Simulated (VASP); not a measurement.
# ZrS2 (P-3m1) in VASP: a series of runs, part 2 of 2

VASP 6.6.1. The steps go on from the part before.

### 4 Phonons, PBE+D3(BJ)

This run uses another cell than the first one, of 16.29 Å³/atom.

The input, INCAR:

```
SYSTEM = ZrS2
PREC     = Accurate       ! precision mode
ENCUT    = 500            ! plane-wave cutoff, eV
EDIFF    = 1E-8           ! SCF threshold, eV
ISMEAR   = -1             ! smearing method
SIGMA    = 0.15           ! smearing width, eV
LREAL    = .FALSE.        ! projectors in reciprocal space
LASPH    = .TRUE.         ! aspherical terms in the spheres
NELM     = 120            ! most SCF steps
ALGO     = Normal         ! electronic algorithm
ISIF     = 2              ! what is computed and relaxed
LWAVE    = .FALSE.        ! write WAVECAR
LCHARG   = .TRUE.         ! write CHGCAR
GGA      = PE             ! functional
IVDW     = 12             ! dispersion correction
IBRION   = 6              ! ionic algorithm
NFREE    = 2            
POTIM    = 0.015          ! step
NSW      = 1              ! ionic steps
GGA_COMPAT= .FALSE.
```

The input, KPOINTS:

```
Automatic mesh
0
G
  12 12 8
  0 0 0
```

The input, POSCAR:

```
ZrS2
1.0
    3.3213855668      0.0000000000      0.0000000000
   -1.6606927834      2.8764042767      0.0000000000
    0.0000000000      0.0000000000      5.1138505048
Zr S
1 2
Direct
    0.0000000000      0.0000000000      0.0000000000
    0.3333333333      0.6666666667      0.3001353932
    0.6666666667      0.3333333333      0.6998646068
```

Potentials or basis: VASP PAW PBE potentials, release 64 (Zr_sv, S).

The run is started by

```console
$ cat potpaw_PBE.64/Zr_sv/POTCAR potpaw_PBE.64/S/POTCAR > POTCAR
$ mpirun -np 1 vasp_std > vasp.out
```

OUTCAR:

```text
SYSTEM = ZrS2
   PREC = Accurate
   ENCUT = 500
   EDIFF = 1E-8
   ISMEAR = -1
   LREAL = .FALSE.
   LASPH = .TRUE.
   NELM = 120
   ISIF = 2
   GGA = PE
   IVDW = 12
   IBRION = 6
   NFREE = 2
   POTIM = 0.015
   NSW = 1
 IVDW          = 12

 ion  position               nearest neighbor table
   1  0.000  0.000  0.000-   2 2.46   3 2.46   3 2.46   2 2.46   3 2.46   2 2.46
   2  0.333  0.667  0.300-   1 2.46   1 2.46   1 2.46
   3  0.667  0.333  0.700-   1 2.46   1 2.46   1 2.46

  LATTYP: Found a hexagonal cell.
 ALAT       =     3.3213855668
 C/A-ratio  =     1.5396738506

  Lattice vectors:

 A1 = (   3.3213855668,   0.0000000000,   0.0000000000)
 A2 = (  -1.6606927834,   2.8764042767,   0.0000000000)
 A3 = (   0.0000000000,   0.0000000000,   5.1138505048)

Analysis of symmetry for initial positions (statically):
=====================================================================
 Subroutine PRICEL returns:
 Original cell was already a primitive cell.

 Routine SETGRP: Setting up the symmetry group for a
 hexagonal supercell.

 Subroutine GETGRP returns: Found 12 space group operations
 (whereof 12 operations were pure point group operations)
 out of a pool of 24 trial point group operations.

The static configuration has the point symmetry D_3d.

Analysis of symmetry for dynamics (positions and initial velocities):
=====================================================================
 Subroutine PRICEL returns:
 Original cell was already a primitive cell.

 Routine SETGRP: Setting up the symmetry group for a
 hexagonal supercell.

 Subroutine GETGRP returns: Found 12 space group operations
 (whereof 12 operations were pure point group operations)
[... 479 lines left out ...]

 number of electron      23.9999995 magnetization

 Free energy of the ion-electron system (eV)
  ---------------------------------------------------
  ext. energy  EPLUGINS =         0.00000000
  ---------------------------------------------------
  free energy    TOTEN  =       -19.99993463 eV

  energy without entropy =      -19.96184600  energy(sigma->0) =      -19.98089032

 E-fermi :   9.0918     XC(G=0): -11.4160

 val. band max:        9.0410151959   @ k =   0.0000   0.0000   0.1250
 cond. band min:       9.1248117863   @ k =   0.0000   0.0000   0.1250
 fundamental gap:      0.0837965904
 Fermi energy:         9.0918088711

 k-point     1 :       0.0000    0.0000    0.0000
  band No.  band energies     occupation
      1     -39.3596      2.00000
      2     -17.6673      2.00000
      3     -17.2418      2.00000
      4     -17.2418      2.00000
      5      -5.7742      2.00000
      6      -2.3904      2.00000
[... 433 lines left out ...]
      3     -17.4299      2.00000
      4     -17.2807      2.00000
      5      -5.2925      2.00000
      6      -2.6511      2.00000
[... 8 lines left out ...]
     15      11.7064      0.00000
     16      13.2120      0.00000

 [... further k-points ...]

------------------------ aborting loop because EDIFF is reached ----------------------------------------

 Edisp (eV)   -1.49029

 E8    (eV) :    -0.6363
[... 26 lines left out ...]
  FREE ENERGIE OF THE ION-ELECTRON SYSTEM (eV)
  ---------------------------------------------------
  free  energy   TOTEN  =       -21.4902206119 eV

  energy  without entropy=      -21.4521319790  energy(sigma->0) =      -21.47117630

 INTERNAL STRAIN TENSORS FROM DISPLACED ATOMS
 ============================================

 INTERNAL STRAIN TENSOR FOR ION    1 for displacements in x,y,z  (eV/Angst):
          X           Y           Z          XY          YZ          ZX
  --------------------------------------------------------------------------------
  x     0.00000     0.00000     0.00000     0.00000     0.00000     0.00000
  y     0.00000     0.00000     0.00000     0.00000     0.00000     0.00000
  z     0.00000     0.00000     0.00000     0.00000     0.00000     0.00000

 INTERNAL STRAIN TENSOR FOR ION    3 for displacements in x,y,z  (eV/Angst):
          X           Y           Z          XY          YZ          ZX
  --------------------------------------------------------------------------------
  x     0.00000     0.00000     0.00000    -5.55397     0.00000    11.38486
  y    -5.55397     5.55397     0.00000     0.00000    11.38486     0.00000
  z    13.79473    13.79473    12.97146    -0.00000     0.00000     0.00000

 Eigenvectors and eigenvalues of the dynamical matrix
 ----------------------------------------------------

   1 f  =   12.528590 THz    78.719456 2PiTHz  417.908794 cm-1    51.814064 meV
             X         Y         Z           dx          dy          dz
      0.000000  0.000000  0.000000     0.000000    0.000000    0.000000
     -0.000000  1.917603  1.534848     0.000000    0.000000   -0.707107
      1.660693  0.958801  3.579003    -0.000000   -0.000000    0.707107
[... 43 lines left out ...]
   9 f/i=    0.003522 THz     0.022129 2PiTHz    0.117479 cm-1     0.014566 meV
             X         Y         Z           dx          dy          dz
      0.000000  0.000000  0.000000    -0.763626    0.059568   -0.000000
     -0.000000  1.917603  1.534848    -0.453226    0.035355   -0.000000
      1.660693  0.958801  3.579003    -0.453226    0.035355   -0.000000

 ELASTIC MODULI CONTR FROM IONIC RELAXATION (kBar)
 Direction    XX          YY          ZZ          XY          YZ          ZX
 --------------------------------------------------------------------------------
 XX        -836.6778   -375.4045   -569.8725     -0.0000    472.7723      0.0000
 YY        -375.4045   -836.6778   -569.8725      0.0000   -472.7723     -0.0000
 ZZ        -569.8725   -569.8725   -535.8624     -0.0000      0.0000      0.0000
 XY          -0.0000      0.0000     -0.0000   -230.6366      0.0000    472.7723
 YZ         472.7723   -472.7723      0.0000      0.0000   -969.1161     -0.0000
 ZX           0.0000     -0.0000      0.0000    472.7723     -0.0000   -969.1160
 --------------------------------------------------------------------------------
```

stdout:

```text
POSCAR found type information on POSCAR ZrS
 POSCAR found :  2 types and       3 ions
 scaLAPACK will be used
 LDA part: xc-table for (Slater+PW92), standard interpolation
 POSCAR, INCAR and KPOINTS ok, starting setup
 FFT: planning ... GRIDC
 FFT: planning ... GRID_SOFT
 FFT: planning ... GRID
 WAVECAR not read
 entering main loop
 Found     4 degrees of freedom:
 Finite differences POTIM= 0.01500 DOF=   4
 bond charge predicted
 Finite differences progress:
 bond charge predicted
 Finite differences progress:
 bond charge predicted
 Finite differences progress:
 bond charge predicted
 Finite differences progress:
 bond charge predicted
 Finite differences progress:
 bond charge predicted
 Finite differences progress:
 bond charge predicted
 Finite differences progress:
 bond charge predicted
 Finite differences progress:
```

It took 12 min on 1 thread of Oxide Virtual Turin-like, shared host; peak memory 0.69 GiB.

What came out:

- Highest phonon frequency at Γ, LO-TO splitting left out: 418 cm⁻¹
- Dispersion energy per atom: -0.497 eV

Phonon frequencies in cm⁻¹ (negative: imaginary):
```tsv
q point	frequencies
(0.000, 0.000, 0.000)	0 0 0 222 222 273 273 411 418
```

Caveat: the cell stands under pressure or tension, which shifts response properties.
